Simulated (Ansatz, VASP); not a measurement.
**Te2Mo in VASP and in Ansatz**

```
Te Mo
1.0
     3.74916    0.00000    0.00000
    -1.87458    3.24687    0.00000
     0.00000    0.00000   33.27021
Te Mo
2 1
Direct
  0.33333 0.66667 0.44566
  0.33333 0.66667 0.55434
  0.66667 0.33333 0.50000
```

Change from the starting cell: biaxial strain +0.070, atoms relaxed.

Alike in both runs: functional PBE; dispersion D3(BJ); k mesh 12 × 12 × 1; occupations gaussian, width 0.02 eV; no spin polarisation.

Ansatz relaxed the structure, and its values are those at the end. VASP's run is a single point on that final structure, the one shown.

|  | VASP | Ansatz |
| --- | --- | --- |
| version | VASP 6.6.1 | Ansatz 0.2.0 |
| potentials or method | VASP PAW PBE potentials, release 64 (Te, Mo_sv), cutoff 520 eV | scalar-relativistic, plane waves, PAW |
| valence electrons in the cell | 26 | 46 |

|  | VASP | Ansatz | Ansatz less VASP |
| --- | --- | --- | --- |
| gap on the k mesh at the Fermi level (eV) | 0.78 | 0.78 | +0.001 |
| least direct gap on the mesh (eV) | 0.78 | 0.78 | +0.001 |
| rms of the force components (eV/Å) | 0.007 | 0.001 | -0.0053 |

VASP's potentials hold 26 valence electrons a cell and Ansatz's 46, so a difference there can come from the potentials and not from the codes. Ansatz's warnings: dispersion switch in reach, relaxed geometry near dispersion switch, stress scf threshold loose.

Spin-orbit coupling is off throughout.
